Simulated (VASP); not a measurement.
The system is GaSb.

```
Sb Ga
1.0
    -1.54546    2.65705    2.87389
     1.54546   -2.65705    2.87389
     1.54546    2.65705   -2.87389
Sb Ga
1 1
Cartesian
  0.0000 0.0000 2.8739
  0.0000 0.0000 0.0000
```

This cell differs from its parent crystal: volume scaled by 0.98.

Base run:

- Program: VASP 6.6.1
- Functional: LDA
- Potentials or basis: VASP PAW LDA potentials, release 64 (Sb, Ga_d)
- Cutoff: 520 eV
- k mesh: 10 × 10 × 10
- Occupations: fermi-dirac, width 0.05 eV
- Spin: no spin polarisation

Its results: band gap on the k mesh zero (band 9 reaches 8.57 eV, above the bottom of band 10 at 4.04 eV); pressure -3.5 GPa.

Q: The run is repeated on the same cell with these changes: functional from LDA to PBEsol; potentials or basis from VASP PAW LDA potentials, release 64 (Sb, Ga_d) to VASP PAW PBE potentials, release 64 (Sb, Ga_d). What comes out?

A: Band gap on the k mesh zero (band 9 reaches 8.65 eV, above the bottom of band 10 at 4.04 eV); pressure -2.1 GPa.

Caveats: spin-orbit coupling is left out, which moves the levels of the heavy elements; the PAW data sets were made with another functional, which shifts forces and pressure a little (some runs).
